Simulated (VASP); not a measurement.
# Si3Sn (vca) (R3m) in VASP: notebook

Si3Sn (vca) is run at these levels: PBEsol; tasks: single point.

All numbers are computed with VASP 6.6.1; they aren't measurements. Logs are shortened: lines on timing, memory, paths and dates and some standing lists are left out, and cuts for length are marked.

## Step 1: The cell of the first run

Symmetry: R3m, No. 160, trigonal system. The conventional cell has a = 4.027 Å, b = 4.027 Å, c = 19.730 Å, α = 90.00°, β = 90.00°, γ = 120.00°. Sn (site symmetry 3m) has 4 Si at 2.52 to 2.58 Å within 3.3 Å. Within 3.1 Å of Si (site symmetry 3m) lie 4 Si at 2.33 to 2.43 Å. Si (site symmetry 3m) has 3 Si at 2.43 Å and 1 Sn at 2.58 Å within 3.2 Å. Within 3.1 Å of Si (site symmetry 3m) lie 1 Si at 2.33 Å and 3 Sn at 2.52 Å.

## Step 2: Single point, PBEsol

INCAR reads:

```
SYSTEM = Si3Sn
  PREC = Accurate
  ENCUT = 520
  EDIFF = 1E-7
  ISMEAR = 0
  SIGMA = 0.02
  LREAL = .FALSE.
  LASPH = .TRUE.
  NELM = 100
  ALGO = Normal
  ISIF = 2
  LWAVE = .FALSE.
  LCHARG = .TRUE.
  GGA = PS
  LELF = .TRUE.
  LVHAR = .TRUE.
  ISYM = 0
  NBANDS = 21
```

KPOINTS reads:

```
regular mesh
0
G
  12 12 10
  0 0 0
```

POSCAR reads:

```
Si3Sn
1.0
    0.0000000000     -2.8477500000     -2.8477500000
   -2.8477500000      0.0000000000     -2.8477500000
    2.8477500000      2.8477500000     -5.6955000000
Sn Si
1 3
Direct
    0.5005085915      0.5005085915      0.4984766304
   -0.0000269621     -0.0000269621      0.0000782217
    0.6313657207      0.6313657207      0.1059006814
    0.1181526499      0.1181526499      0.6455444666
```

Potentials or basis: VASP PAW PBE potentials, release 64 (Sn_d, Si).

Launch:

```
$ cat potpaw_PBE.64/Sn_d/POTCAR potpaw_PBE.64/Si/POTCAR > POTCAR
$ mpirun -np 1 vasp_std > vasp.out
```

OUTCAR:

```text
SYSTEM = Si3Sn
   PREC = Accurate
   ENCUT = 520
   EDIFF = 1E-7
   ISMEAR = 0
   LREAL = .FALSE.
   LASPH = .TRUE.
   NELM = 100
   ISIF = 2
   GGA = PS
   ISYM = 0

 ion  position               nearest neighbor table
   1  0.501  0.501  0.498-   4 2.52   4 2.52   4 2.52   3 2.58
   2  1.000  1.000  0.000-   4 2.33   3 2.43   3 2.43   3 2.43
   3  0.631  0.631  0.106-   2 2.43   2 2.43   2 2.43   1 2.58
   4  0.118  0.118  0.646-   2 2.33   1 2.52   1 2.52   1 2.52

IMPORTANT INFORMATION: All symmetrisations will be switched off!
NOSYMM: (Re-)initialisation of all symmetry stuff for point group C_1.

----------------------------------------------------------------------------------------

                                     Primitive cell

  volume of cell :      92.3774

  direct lattice vectors                    reciprocal lattice vectors
     0.000000000 -2.847750000 -2.847750000     0.087788605 -0.263365815 -0.087788605
    -2.847750000  0.000000000 -2.847750000    -0.263365815  0.087788605 -0.087788605
     2.847750000  2.847750000 -5.695500000     0.087788605  0.087788605 -0.087788605

  length of vectors
     4.027326672  4.027326672  6.975534415     0.291161864  0.291161864  0.152054324

  position of ions in fractional coordinates (direct lattice)
     0.500508592  0.500508592  0.498476630
     0.999973038  0.999973038  0.000078222
     0.631365721  0.631365721  0.105900681
     0.118152650  0.118152650  0.645544467

  ion indices of the primitive-cell ions
   primitive index   ion index
                 1           1
                 2           2
                 3           3
                 4           4

----------------------------------------------------------------------------------------

 KPOINTS: regular mesh

Automatic generation of k-mesh.
 Grid dimensions read from file:
 generate k-points for:   12   12   10

 Generating k-lattice:

  Cartesian coordinates                     Fractional coordinates (reciprocal lattice)
     0.007315717 -0.021947151 -0.007315717     0.083333333  0.000000000 -0.000000000
    -0.021947151  0.007315717 -0.007315717     0.000000000  0.083333333 -0.000000000
     0.008778861  0.008778861 -0.008778861     0.000000000  0.000000000  0.100000000

  Length of vectors
     0.024263489  0.024263489  0.015205432

  Shift w.r.t. Gamma in fractional coordinates (k-lattice)
     0.000000000  0.000000000  0.000000000

 -----------------------------------------------------------------------------
|                                                                             |
|           W    W    AA    RRRRR   N    N  II  N    N   GGGG   !!!           |
|           W    W   A  A   R    R  NN   N  II  NN   N  G    G  !!!           |
|           W    W  A    A  R    R  N N  N  II  N N  N  G       !!!           |
|           W WW W  AAAAAA  RRRRR   N  N N  II  N  N N  G  GGG   !            |
|           WW  WW  A    A  R   R   N   NN  II  N   NN  G    G                |
|           W    W  A    A  R    R  N    N  II  N    N   GGGG   !!!           |
|                                                                             |
|     Your reciprocal lattice and k-lattice belong to different lattice       |
|     classes:                                                                |
|                                                                             |
|        The reciprocal lattice is rhombohedral (trigonal),                   |
|        whereas your k-lattice is base-centered monoclinic.                  |
|                                                                             |
|     Results are often still useful ...                                      |
|                                                                             |
 -----------------------------------------------------------------------------

 WARNING: IBZKPT: internal override: KBLOWUP is changed to .FALSE.
      ... skipping the blow-up phase ...

 Subroutine IBZKPT returns following result:
 ===========================================

 Found    724 irreducible k-points:

 Following reciprocal coordinates:
            Coordinates               Weight
  0.000000  0.000000  0.000000      1.000000
  0.083333  0.000000 -0.000000      2.000000
  0.166667  0.000000  0.000000      2.000000
  0.250000  0.000000  0.000000      2.000000
  0.333333  0.000000  0.000000      2.000000
  0.416667  0.000000  0.000000      2.000000
[... 16 lines left out ...]
  0.250000  0.166667  0.000000      2.000000
  0.333333  0.166667  0.000000      2.000000
 [... further k-points ...]
   k-points           NKPTS =    724   k-points in BZ     NKDIM =    724   number of bands    NBANDS=     21
   number of dos      NEDOS =    301   number of ions     NIONS =      4
   total plane-waves  NPLWV =  48600
   dimension x,y,z NGX =    30 NGY =   30 NGZ =   54
   dimension x,y,z NGXF=    60 NGYF=   60 NGZF=  108
   ions per type =               1   3
   NGX,Y,Z   is equivalent  to a cutoff of  12.38, 12.38, 12.87 a.u.
   NGXF,Y,Z  is equivalent  to a cutoff of  24.77, 24.77, 25.74 a.u.
 SYSTEM =  Si3Sn
   PREC   = accura    normal or accurate (medium, high low for compatibility)
   ISTART =      0    job   : 0-new  1-cont  2-samecut
   ICHARG =      2    charge: 1-file 2-atom 10-const
   ISPIN  =      1    spin polarized calculation?
   LNONCOLLINEAR =      F non collinear calculations
   LSORBIT =      F    spin-orbit coupling
   LASPH  =      T    aspherical Exc in radial PAW
   ENCUT  =  520.0 eV  38.22 Ry    6.18 a.u.   7.49  7.49 12.97*2*pi/ulx,y,z
   NELM   =    100;   NELMIN=  2; NELMDL= -5     # of ELM steps
   EDIFF  = 0.1E-06   stopping-criterion for ELM
   LREAL  =      F    real-space projection
   EDIFFG = 0.1E-05   stopping-criterion for IOM
   NSW    =      0    number of steps for IOM
   IBRION =     -1    ionic relax: 0-MD 1-quasi-New 2-CG
   NFREE  =      0    steps in history (QN), initial steepest desc. (CG)
   ISIF   =      2    stress and relaxation
   ISYM   =      0    0-nonsym 1-usesym 2-fastsym
   POTIM  = 0.5000    time-step for ionic-motion
   TEBEG  =    0.0;   TEEND  =   0.0 temperature during run
   PSTRESS=    0.0 pullay stress
   NELECT =      26.0000    total number of electrons
   NUPDOWN=      -1.0000    fix difference up-down
   EMIN   =  10.00;   EMAX   =-10.00  energy-range for DOS
   EFERMI =   0.00;   METHOD = LEGACY
   ISMEAR =     0;   SIGMA  =   0.02  broadening in eV -4-tet -1-fermi 0-gaus
   EFERMI_NEDOS =   21; number of points for ismear=-14 and -15
   IALGO  =     38    algorithm
   IMIX   =      4    mixing-type and parameters
     AMIX     =   0.40;   BMIX     =  1.00
     AMIX_MAG =   1.60;   BMIX_MAG =  1.00
  volume/ion in A,a.u.               =      23.09       155.85
  Fermi-wavevector in a.u.,A,eV,Ry     =   1.072863  2.027416 15.660769  1.151034
  Thomas-Fermi vector in A             =   2.208645
   LORBIT       =      0    0 simple, 1 ext, 2 COOP (PROOUT), +10 PAW based schemes
   GGA     = PS    functional components
   LHFCALC =     F    Hartree Fock is set to
   AEXX    =    0.0000 exact exchange contribution
   IVDW    =     0    specifies the selected vdW correction
   LEPSILON=     F    determine dielectric tensor
   LRPA    =     F    only Hartree local field effects (RPA)
 non-spin polarized calculation
 Gauss-broadening in eV      SIGMA  =   0.02
  energy-cutoff  :      520.00
  volume of cell :       92.38
 maximum number of plane-waves:      2515
 NGX is ok and might be reduce to    30
   NGX = 15   NGY = 15   NGZ = 25

 number of electron      25.9999997 magnetization

 Free energy of the ion-electron system (eV)
  ---------------------------------------------------
  ext. energy  EPLUGINS =         0.00000000
  ---------------------------------------------------
  free energy    TOTEN  =       -20.94923673 eV

  energy without entropy =      -20.94923079  energy(sigma->0) =      -20.94923376

 E-fermi :   6.2654     XC(G=0):  -9.5027

 val. band max:        6.2391340640   @ k =   0.0000   0.0000   0.0000
 cond. band min:       6.2961692794   @ k =   0.0000  -0.4167   0.4000
 fundamental gap:      0.0570352154
 Fermi energy:         6.2654431141

 k-point     1 :       0.0000    0.0000    0.0000
  band No.  band energies     occupation
      1     -15.0993      2.00000
      2     -15.0993      2.00000
      3     -15.0982      2.00000
      4     -15.0345      2.00000
      5     -15.0345      2.00000
      6      -5.7766      2.00000
[... 13 lines left out ...]
     20       9.3244      0.00000
     21      12.4804      0.00000

 k-point     2 :       0.0833    0.0000   -0.0000
  band No.  band energies     occupation
      1     -15.1016      2.00000
      2     -15.0976      2.00000
      3     -15.0954      2.00000
      4     -15.0352      2.00000
      5     -15.0341      2.00000
      6      -5.6992      2.00000
[... 13 lines left out ...]
     20       9.6069      0.00000
     21      12.8493      0.00000

 k-point     3 :       0.1667    0.0000    0.0000
  band No.  band energies     occupation
      1     -15.1051      2.00000
      2     -15.0934      2.00000
      3     -15.0906      2.00000
      4     -15.0371      2.00000
      5     -15.0325      2.00000
      6      -5.4684      2.00000
[... 13 lines left out ...]
     20      10.3566      0.00000
     21      12.3071      0.00000
[... 457 lines left out ...]
 k-point    23 :       0.2500    0.1667    0.0000
  band No.  band energies     occupation
      1     -15.1068      2.00000
      2     -15.0924      2.00000
      3     -15.0855      2.00000
      4     -15.0384      2.00000
      5     -15.0311      2.00000
      6      -5.2023      2.00000
[... 13 lines left out ...]
     20      11.0371      0.00000
     21      11.5420      0.00000

 k-point    24 :       0.3333    0.1667    0.0000
  band No.  band energies     occupation
      1     -15.1081      2.00000
      2     -15.0908      2.00000
      3     -15.0802      2.00000
      4     -15.0397      2.00000
      5     -15.0291      2.00000
      6      -4.8177      2.00000
[... 13 lines left out ...]
     20      10.8092      0.00000
     21      12.4248      0.00000

 [... further k-points ...]

------------------------ aborting loop because EDIFF is reached ----------------------------------------

  FORCE on cell =-STRESS in cart. coord.  units (eV):
  Direction    XX          YY          ZZ          XY          YZ          ZX
  --------------------------------------------------------------------------------------
  -------------------------------------------------------------------------------------
  Total        0.4406534      0.4406533      0.4412396      0.1259570     -0.1258986     -0.1258986
  in kB        7.6426172      7.6426158      7.6527852      2.1845770     -2.1835643     -2.1835641
  external PRESSURE =       7.6460060 kB  Pullay stress =       0.0000000 kB

 VOLUME and BASIS-vectors are now :
 -----------------------------------------------------------------------------
  energy-cutoff  :      520.00
  volume of cell :       92.38
      direct lattice vectors                 reciprocal lattice vectors
     0.000000000 -2.847750000 -2.847750000     0.087788605 -0.263365815 -0.087788605
    -2.847750000  0.000000000 -2.847750000    -0.263365815  0.087788605 -0.087788605
     2.847750000  2.847750000 -5.695500000     0.087788605  0.087788605 -0.087788605

 POSITION                                       TOTAL-FORCE (eV/Angst)
 -----------------------------------------------------------------------------------
     -0.00579     -0.00579     -5.68972        -0.001820     -0.001820      0.001851
     -2.84745     -2.84745     -5.69579         0.003958      0.003958     -0.003966
     -1.49639     -1.49639     -4.19910         0.005518      0.005518     -0.005518
      1.50188      1.50188     -4.34964        -0.007656     -0.007656      0.007633
 -----------------------------------------------------------------------------------
    total drift:                               -0.000268     -0.000268      0.000319

  FREE ENERGIE OF THE ION-ELECTRON SYSTEM (eV)
  ---------------------------------------------------
  free  energy   TOTEN  =       -20.9492367329 eV

  energy  without entropy=      -20.9492307908  energy(sigma->0) =      -20.94923376
```

It took 8.9 min on 1 thread of Intel Xeon 6975P-C (Granite Rapids), shared host; peak memory 1.2 GiB.

Results:

- Free energy: -20.9492 eV
- Pressure: 0.8 GPa
- Largest force: 0.013 eV/Å
- Band gap on the k mesh: 0.06 eV, indirect (least direct gap 0.34 eV)

Forces on the atoms (eV/Å):
```
Sn  -0.002 -0.002  0.002
Si   0.004  0.004 -0.004
Si   0.006  0.006 -0.006
Si  -0.008 -0.008  0.008
```

Caveat: the PAW data sets were made with another functional, which shifts forces and pressure a little; spin-orbit coupling is left out, which moves the levels of the heavy elements. A k mesh can miss the band edges.

## Step 3: Single point, PBEsol

INCAR reads:

```
SYSTEM = Si3Sn
  ALGO = Normal
  EDIFF = 1E-7
  ENCUT = 520
  GGA = PS
  ISIF = 2
  ISMEAR = 0
  LASPH = .True.
  LCHARG = .False.
  LREAL = .False.
  LWAVE = .False.
  NBANDS = 21
  NELM = 100
  PREC = Accurate
  SIGMA = 0.1
```

KPOINTS reads:

```
k-points
0
Gamma
  6 6 6
  0 0 0
```

POSCAR reads:

```
Si3Sn
1.0
    0.0000000000     -2.8477500000     -2.8477500000
   -2.8477500000      0.0000000000     -2.8477500000
    2.8477500000      2.8477500000     -5.6955000000
Sn Si
1 3
Direct
    0.5000000000      0.5000000000      0.5000000000
    0.0000000000      0.0000000000      0.0000000000
    0.6250000000      0.6250000000      0.1250000000
    0.1250000000      0.1250000000      0.6250000000
```

Potentials or basis: VASP PAW PBE potentials, release 64 (Sn_d, Si).

Launch:

```
$ cat potpaw_PBE.64/Sn_d/POTCAR potpaw_PBE.64/Si/POTCAR > POTCAR
$ mpirun -np 1 vasp_std > vasp.out
```

Run time: 25 s. Hardware: 1 thread of Intel Xeon 6975P-C (Granite Rapids), shared host; peak memory 0.23 GiB.

The run converged. Its results:

```
Free energy            : -20.6899 eV
Pressure               : 1.8 GPa
Largest force          : 1.794 eV/Å
Band gap on the k mesh : 0.51 eV, indirect (least direct gap 0.77 eV)
```

Forces on the atoms (eV/Å):
```
Sn   0.097  0.097 -0.097
Si  -0.090 -0.090  0.090
Si  -1.036 -1.036  1.036
Si   1.028  1.028 -1.028
```

Stress tensor (GPa, compression positive):
```
 1.81 -0.14  0.14
-0.14  1.81  0.14
 0.14  0.14  1.81
```

Levels at points of the mesh, in eV from the valence-band top:
| k point | band 10 | band 11 | band 12 | band 13 | band 14 | band 15 | band 16 | band 17 |
| --- | --- | --- | --- | --- | --- | --- | --- | --- |
| (0.00, 0.00, 0.00) | -1.34 | -0.05 | 0.00 | 0.00 | 0.77 | 1.96 | 2.24 | 2.24 |
| (0.50, 0.00, 0.00) | -3.55 | -3.53 | -2.33 | -2.24 | 1.10 | 1.53 | 3.76 | 4.24 |
| (0.50, 0.50, 0.00) | -2.92 | -2.92 | -1.32 | -1.31 | 0.51 | 0.56 | 1.01 | 3.18 |
| (0.00, 0.00, 0.50) | -1.03 | -1.03 | -0.65 | -0.65 | 1.05 | 1.64 | 2.98 | 2.98 |

Caveat: the PAW data sets were made with another functional, which shifts forces and pressure a little; spin-orbit coupling is left out, which moves the levels of the heavy elements. A k mesh can miss the band edges.
